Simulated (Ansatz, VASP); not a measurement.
## Two plane-wave programs on ZnO

```xyz
4
Lattice="3.2353 0.0000 0.0000 -1.6177 2.8019 0.0000 0.0000 0.0000 5.2110" Properties=species:S:1:pos:R:3 pbc="T T T"
Zn    0.0000    1.8679   -0.0122
Zn    1.6177    0.9340    2.5932
O     0.0000    1.8679    1.9663
O     1.6177    0.9340    4.5718
```

Alike in both runs: task single point; functional r2SCAN; k mesh 12 × 12 × 6; no spin polarisation.

```csv
,VASP,Ansatz
version,VASP 6.6.1,Ansatz 0.2.0
potentials or method,"VASP PAW PBE potentials, release 64 (Zn, O_h)","plane waves, PAW"
plane-wave cutoff (eV),910,500
occupations,"gaussian, width 0.01 eV",fixed
valence electrons in the cell,36,36
```

|  | VASP | Ansatz | Ansatz less VASP |
| --- | --- | --- | --- |
| gap on the k mesh at the Fermi level (eV) | 1.24 | 1.24 | +0.002 |

VASP's potentials were made for PBE, not for r2SCAN.

Noted on VASP's run: the cutoff is under 1.25 times that of the potentials, so the pressure is a little rough.
